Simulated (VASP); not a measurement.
Here is a VASP 6.6.1 calculation.

INCAR

```
ALGO = Normal
EDIFF = 1E-7
EDIFFG = -0.03
ENCUT = 600
GGA = PE
GGA_COMPAT = F
IBRION = 2
ISIF = 3
ISMEAR = 0
ISPIN = 2
KPAR = 4
LASPH = T
LCHARG = F
LMAXMIX = 4
LORBIT = 11
LREAL = F
LWAVE = F
MAGMOM = 2 2 2 2 0 0 0 0 0 0
NELM = 200
NELMIN = 4
NSW = 80
PREC = Accurate
SIGMA = 0.05
```

The input KPOINTS:

```
k-points
0
Gamma
  6 6 6
```

Contents of POSCAR:

```
V2O3
1.0
    2.4712000000      1.4267479852      4.6720333333
   -2.4712000000      1.4267479852      4.6720333333
    0.0000000000     -2.8534959704      4.6720333333
V O
4 6
Direct
    0.3467000000      0.3467000000      0.3467000000
    0.1533000000      0.1533000000      0.1533000000
    0.6533000000      0.6533000000      0.6533000000
    0.8467000000      0.8467000000      0.8467000000
    0.5698000000      0.9302000000      0.2500000000
    0.2500000000      0.5698000000      0.9302000000
    0.9302000000      0.2500000000      0.5698000000
    0.4302000000      0.0698000000      0.7500000000
    0.7500000000      0.4302000000      0.0698000000
    0.0698000000      0.7500000000      0.4302000000
```

Potentials or basis: VASP PAW PBE potentials, release 64 (V_sv, O).

Launch:

```console
$ cat potpaw_PBE.64/V_sv/POTCAR potpaw_PBE.64/O/POTCAR > POTCAR
$ mpirun -np 4 vasp_std > vasp.out
```

Q: Predict the space group after relaxing (to 0.1 Å).

A: R-3c (No. 167).

Q: Estimate the relaxed cell.

A: a = 5.541 Å, b = 5.541 Å, c = 5.541 Å, α = 51.96°, β = 51.96°, γ = 51.96°.

Q: What does it give for the site moments?

A: V +1.05; O -0.01 μB.

Q: Estimate the net moment.

A: 4.47 μB per cell.

Forces in eV/Å, atoms in the order of the input:
```
V    0.000  0.000 -0.003
V    0.000  0.000  0.003
V    0.000  0.000  0.003
V    0.000  0.000 -0.003
O   -0.021  0.000  0.000
O    0.010 -0.018  0.000
O    0.010  0.018  0.000
O    0.021  0.000  0.000
O   -0.010  0.018  0.000
O   -0.010 -0.018  0.000
```
